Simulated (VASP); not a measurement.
# Cr (Fm-3m) in VASP: a series of runs

The runs below take Cr through single point, with PBE.

Everything below comes from runs of VASP 6.6.1. Logs are shortened: lines on timing, memory, paths and dates and some standing lists are left out, and cuts for length are marked.

## Step 1: The cell of the first run

The structure is cubic, space group Fm-3m (No. 225). Conventional cell: a = 3.619 Å, b = 3.619 Å, c = 3.619 Å, α = 90.00°, β = 90.00°, γ = 90.00°. Within 3.4 Å of Cr (site symmetry m-3m) lie 12 Cr at 2.56 Å.

This isn't the form of Cr at room conditions, which is bcc.

## Step 2: Single point, PBE, collinear spin (11.85 Å³/atom)

Contents of INCAR:

```
SYSTEM = Cr
ALGO = Normal
EDIFF = 1E-6
ENCUT = 500
GGA = PE
GGA_COMPAT = .False.
ISIF = 2
ISMEAR = 0
ISPIN = 2
LASPH = .True.
LCHARG = .False.
LMAXMIX = 4
LORBIT = 11
LREAL = .False.
LWAVE = .False.
MAGMOM = 0.05
NBANDS = 16
NELM = 200
PREC = Accurate
SIGMA = 0.05
```

Contents of KPOINTS:

```
k-points
0
Gamma
  10 10 10
  0 0 0
```

Contents of POSCAR:

```
Cr
1.0
    0.0000000000      1.8096455072      1.8096455072
    1.8096455072      0.0000000000      1.8096455072
    1.8096455072      1.8096455072      0.0000000000
Cr
1
Direct
    0.0000000000      0.0000000000      0.0000000000
```

Potentials or basis: VASP PAW PBE potentials, release 64 (Cr_pv).

The run is started by

```bash
$ cat potpaw_PBE.64/Cr_pv/POTCAR > POTCAR
$ mpirun -np 1 vasp_std > vasp.out
```

OUTCAR:

```text
SYSTEM = Cr
   EDIFF = 1E-6
   ENCUT = 500
   GGA = PE
   ISIF = 2
   ISMEAR = 0
   ISPIN = 2
   LASPH = .True.
   LORBIT = 11
   LREAL = .False.
   NELM = 200
   PREC = Accurate

 ion  position               nearest neighbor table
   1  0.000  0.000  0.000-

  LATTYP: Found a face centered cubic cell.
 ALAT       =     3.6192910144

  Lattice vectors:

 A1 = (   0.0000000000,   1.8096455072,   1.8096455072)
 A2 = (   1.8096455072,   0.0000000000,   1.8096455072)
 A3 = (   1.8096455072,   1.8096455072,   0.0000000000)

Analysis of symmetry for initial positions (statically):
=====================================================================
 Subroutine PRICEL returns:
 Original cell was already a primitive cell.

 Routine SETGRP: Setting up the symmetry group for a
 face centered cubic supercell.

 Subroutine GETGRP returns: Found 48 space group operations
 (whereof 48 operations were pure point group operations)
 out of a pool of 48 trial point group operations.

The static configuration has the point symmetry O_h .

Analysis of symmetry for dynamics (positions and initial velocities):
=====================================================================
 Subroutine PRICEL returns:
 Original cell was already a primitive cell.

 Routine SETGRP: Setting up the symmetry group for a
 face centered cubic supercell.

 Subroutine GETGRP returns: Found 48 space group operations
 (whereof 48 operations were pure point group operations)
 out of a pool of 48 trial point group operations.

The dynamic configuration has the point symmetry O_h .

Analysis of structural, dynamic, and magnetic symmetry:
=====================================================================
 Subroutine PRICEL returns:
 Original cell was already a primitive cell.

 Routine SETGRP: Setting up the symmetry group for a
 face centered cubic supercell.

 Subroutine GETGRP returns: Found 48 space group operations
 (whereof 48 operations were pure point group operations)
 out of a pool of 48 trial point group operations.

The overall configuration has the point symmetry O_h .

 Subroutine INISYM returns: Found 48 space group operations
 (whereof 48 operations are pure point group operations),
 and found     1 'primitive' translations

----------------------------------------------------------------------------------------

                                     Primitive cell

  volume of cell :      11.8525

  direct lattice vectors                    reciprocal lattice vectors
     0.000000000  1.809645507  1.809645507    -0.276297207  0.276297207  0.276297207
     1.809645507  0.000000000  1.809645507     0.276297207 -0.276297207  0.276297207
     1.809645507  1.809645507  0.000000000     0.276297207  0.276297207 -0.276297207

  length of vectors
     2.559225219  2.559225219  2.559225219     0.478560801  0.478560801  0.478560801

  position of ions in fractional coordinates (direct lattice)
     0.000000000  0.000000000  0.000000000

  ion indices of the primitive-cell ions
   primitive index   ion index
                 1           1

----------------------------------------------------------------------------------------

 KPOINTS: k-points

Automatic generation of k-mesh.
 Grid dimensions read from file:
 generate k-points for:   10   10   10

 Generating k-lattice:

  Cartesian coordinates                     Fractional coordinates (reciprocal lattice)
    -0.027629721  0.027629721  0.027629721     0.100000000  0.000000000  0.000000000
     0.027629721 -0.027629721  0.027629721     0.000000000  0.100000000  0.000000000
     0.027629721  0.027629721 -0.027629721     0.000000000  0.000000000  0.100000000

  Length of vectors
     0.047856080  0.047856080  0.047856080

  Shift w.r.t. Gamma in fractional coordinates (k-lattice)
     0.000000000  0.000000000  0.000000000

 Subroutine IBZKPT returns following result:
 ===========================================

 Found     47 irreducible k-points:

 Following reciprocal coordinates:
            Coordinates               Weight
  0.000000  0.000000  0.000000      1.000000
  0.100000  0.000000  0.000000      8.000000
  0.200000  0.000000  0.000000      8.000000
  0.300000  0.000000  0.000000      8.000000
  0.400000  0.000000  0.000000      8.000000
  0.500000  0.000000  0.000000      4.000000
[... 16 lines left out ...]
  0.300000  0.300000  0.000000      6.000000
  0.400000  0.300000  0.000000     24.000000
 [... further k-points ...]
   k-points           NKPTS =     47   k-points in BZ     NKDIM =     47   number of bands    NBANDS=     16
   number of dos      NEDOS =    301   number of ions     NIONS =      1
   total plane-waves  NPLWV =   8000
   dimension x,y,z NGX =    20 NGY =   20 NGZ =   20
   dimension x,y,z NGXF=    40 NGYF=   40 NGZF=   40
   ions per type =               1
   NGX,Y,Z   is equivalent  to a cutoff of  12.99, 12.99, 12.99 a.u.
   NGXF,Y,Z  is equivalent  to a cutoff of  25.98, 25.98, 25.98 a.u.
 SYSTEM =  Cr
   PREC   = accura    normal or accurate (medium, high low for compatibility)
   ISTART =      0    job   : 0-new  1-cont  2-samecut
   ICHARG =      2    charge: 1-file 2-atom 10-const
   ISPIN  =      2    spin polarized calculation?
   LNONCOLLINEAR =      F non collinear calculations
   LSORBIT =      F    spin-orbit coupling
   LASPH  =      T    aspherical Exc in radial PAW
   ENCUT  =  500.0 eV  36.75 Ry    6.06 a.u.   4.67  4.67  4.67*2*pi/ulx,y,z
   NELM   =    200;   NELMIN=  2; NELMDL= -5     # of ELM steps
   EDIFF  = 0.1E-05   stopping-criterion for ELM
   LREAL  =      F    real-space projection
   EDIFFG = 0.1E-04   stopping-criterion for IOM
   NSW    =      0    number of steps for IOM
   IBRION =     -1    ionic relax: 0-MD 1-quasi-New 2-CG
   NFREE  =      0    steps in history (QN), initial steepest desc. (CG)
   ISIF   =      2    stress and relaxation
   ISYM   =      2    0-nonsym 1-usesym 2-fastsym
   POTIM  = 0.5000    time-step for ionic-motion
   TEBEG  =    0.0;   TEEND  =   0.0 temperature during run
   PSTRESS=    0.0 pullay stress
   NELECT =      12.0000    total number of electrons
   NUPDOWN=      -1.0000    fix difference up-down
   EMIN   =  10.00;   EMAX   =-10.00  energy-range for DOS
   EFERMI =   0.00;   METHOD = LEGACY
   ISMEAR =     0;   SIGMA  =   0.05  broadening in eV -4-tet -1-fermi 0-gaus
   EFERMI_NEDOS =   21; number of points for ismear=-14 and -15
   IALGO  =     38    algorithm
   IMIX   =      4    mixing-type and parameters
     AMIX     =   0.40;   BMIX     =  1.00
     AMIX_MAG =   1.60;   BMIX_MAG =  1.00
  volume/ion in A,a.u.               =      11.85        79.98
  Fermi-wavevector in a.u.,A,eV,Ry     =   1.643861  3.106447 36.766734  2.702279
  Thomas-Fermi vector in A             =   2.733924
   LORBIT       =     11    0 simple, 1 ext, 2 COOP (PROOUT), +10 PAW based schemes
   GGA     = PE    functional components
   LHFCALC =     F    Hartree Fock is set to
   AEXX    =    0.0000 exact exchange contribution
   IVDW    =     0    specifies the selected vdW correction
   LEPSILON=     F    determine dielectric tensor
   LRPA    =     F    only Hartree local field effects (RPA)
 spin polarized calculation
 Gauss-broadening in eV      SIGMA  =   0.05
  energy-cutoff  :      500.00
  volume of cell :       11.85
 maximum number of plane-waves:       311
   NGX =  9   NGY =  9   NGZ =  9

 number of electron      12.0000010 magnetization      -0.0010425

 number of electron      12.0000010 magnetization       0.0001139

 Free energy of the ion-electron system (eV)
  ---------------------------------------------------
  ext. energy  EPLUGINS =         0.00000000
  ---------------------------------------------------
  free energy    TOTEN  =        -9.12060026 eV

  energy without entropy =       -9.11899915  energy(sigma->0) =       -9.11979971

 E-fermi :  10.3555     XC(G=0): -13.5108

 val. band max:       10.3398454888   @ k =   0.2000   0.1000   0.0000
 cond. band min:      10.3965215006   @ k =   0.2000   0.1000   0.0000
 fundamental gap:      0.0566760118
 Fermi energy:        10.3554848819

 spin component 1

 k-point     1 :       0.0000    0.0000    0.0000
  band No.  band energies     occupation
      1     -32.0121      1.00000
      2     -32.0121      1.00000
      3     -32.0121      1.00000
      4       2.8533      1.00000
      5       9.9271      1.00000
      6       9.9271      1.00000
[... 8 lines left out ...]
     15      40.7647      0.00000
     16      41.4236      0.00000

 k-point     2 :       0.1000    0.0000    0.0000
  band No.  band energies     occupation
      1     -32.0959      1.00000
      2     -32.0226      1.00000
      3     -32.0226      1.00000
      4       3.2549      1.00000
      5       9.7432      1.00000
      6      10.0531      1.00000
[... 8 lines left out ...]
     15      40.5201      0.00000
     16      41.3751      0.00000

 k-point     3 :       0.2000    0.0000    0.0000
  band No.  band energies     occupation
      1     -32.3122      1.00000
      2     -32.0501      1.00000
      3     -32.0501      1.00000
      4       4.3459      1.00000
      5       9.3742      1.00000
      6      10.2376      0.99957
[... 8 lines left out ...]
     15      39.9708      0.00000
     16      40.6573      0.00000
[... 362 lines left out ...]
 k-point    23 :       0.3000    0.3000    0.0000
  band No.  band energies     occupation
      1     -32.5448      1.00000
      2     -32.2080      1.00000
      3     -32.2080      1.00000
      4       6.1875      1.00000
      5       7.9450      1.00000
      6      10.7165      0.00000
[... 8 lines left out ...]
     15      37.3740      0.00000
     16      46.9322      0.00000

 k-point    24 :       0.4000    0.3000    0.0000
  band No.  band energies     occupation
      1     -32.6546      1.00000
      2     -32.2682      1.00000
      3     -32.2412      1.00000
      4       6.6065      1.00000
      5       7.6963      1.00000
      6      10.6972      0.00000
[... 8 lines left out ...]
     15      37.7252      0.00000
     16      46.8517      0.00000

 [... further k-points ...]

 spin component 2

 k-point     1 :       0.0000    0.0000    0.0000
  band No.  band energies     occupation
      1     -32.0120      1.00000
      2     -32.0120      1.00000
      3     -32.0120      1.00000
      4       2.8533      1.00000
      5       9.9272      1.00000
      6       9.9272      1.00000
[... 8 lines left out ...]
     15      40.7647      0.00000
     16      41.4236      0.00000

 k-point     2 :       0.1000    0.0000    0.0000
  band No.  band energies     occupation
      1     -32.0958      1.00000
      2     -32.0225      1.00000
      3     -32.0225      1.00000
      4       3.2549      1.00000
      5       9.7433      1.00000
      6      10.0532      1.00000
[... 8 lines left out ...]
     15      40.5201      0.00000
     16      41.3752      0.00000

 k-point     3 :       0.2000    0.0000    0.0000
  band No.  band energies     occupation
      1     -32.3121      1.00000
      2     -32.0500      1.00000
      3     -32.0500      1.00000
      4       4.3459      1.00000
      5       9.3743      1.00000
      6      10.2377      0.99957
[... 8 lines left out ...]
     15      39.9708      0.00000
     16      40.6574      0.00000
[... 362 lines left out ...]
 k-point    23 :       0.3000    0.3000    0.0000
  band No.  band energies     occupation
      1     -32.5447      1.00000
      2     -32.2079      1.00000
      3     -32.2079      1.00000
      4       6.1875      1.00000
      5       7.9452      1.00000
      6      10.7166      0.00000
[... 8 lines left out ...]
     15      37.3741      0.00000
     16      46.9322      0.00000

 k-point    24 :       0.4000    0.3000    0.0000
  band No.  band energies     occupation
      1     -32.6545      1.00000
      2     -32.2681      1.00000
      3     -32.2411      1.00000
      4       6.6065      1.00000
      5       7.6964      1.00000
      6      10.6973      0.00000
[... 8 lines left out ...]
     15      37.7253      0.00000
     16      46.8517      0.00000

 [... further k-points ...]

------------------------ aborting loop because EDIFF is reached ----------------------------------------

  FORCE on cell =-STRESS in cart. coord.  units (eV):
  Direction    XX          YY          ZZ          XY          YZ          ZX
  --------------------------------------------------------------------------------------
  -------------------------------------------------------------------------------------
  Total        0.0019326      0.0019326      0.0019326     -0.0000000     -0.0000000      0.0000000
  in kB        0.2612430      0.2612430      0.2612430     -0.0000000     -0.0000000      0.0000000
  external PRESSURE =       0.2612430 kB  Pullay stress =       0.0000000 kB

 VOLUME and BASIS-vectors are now :
 -----------------------------------------------------------------------------
  energy-cutoff  :      500.00
  volume of cell :       11.85
      direct lattice vectors                 reciprocal lattice vectors
     0.000000000  1.809645507  1.809645507    -0.276297207  0.276297207  0.276297207
     1.809645507  0.000000000  1.809645507     0.276297207 -0.276297207  0.276297207
     1.809645507  1.809645507  0.000000000     0.276297207  0.276297207 -0.276297207

 POSITION                                       TOTAL-FORCE (eV/Angst)
 -----------------------------------------------------------------------------------
      0.00000      0.00000      0.00000         0.000000      0.000000      0.000000
 -----------------------------------------------------------------------------------
    total drift:                               -0.000000     -0.000000     -0.000000

  FREE ENERGIE OF THE ION-ELECTRON SYSTEM (eV)
  ---------------------------------------------------
  free  energy   TOTEN  =        -9.1206002631 eV

  energy  without entropy=       -9.1189991510  energy(sigma->0) =       -9.11979971

 total charge

# of ion       s       p       d       tot
------------------------------------------
    1        0.441   6.377   4.197  11.016

 magnetization (x)

# of ion       s       p       d       tot
------------------------------------------
    1       -0.000   0.000   0.000   0.000
```

Run time: 30 s. Hardware: 1 thread of Oxide Virtual Turin-like, shared host; peak memory 0.1 GiB.

Results:

- Free energy: -9.1206 eV
- Pressure: 0.0 GPa
- Band gap on the k mesh: zero (filled and empty bands overlap)
- Net moment: 0.00 μB per cell
- Valence electrons inside the program's atomic spheres: Cr 11.02

Caveat: an empty level that is flat over the whole mesh can mark a ghost state of the potentials, or a narrow d or f band.

(Continued in part 2 of 2.)

The gap in the log of VASP goes by the Fermi energy; the results here count the filled bands.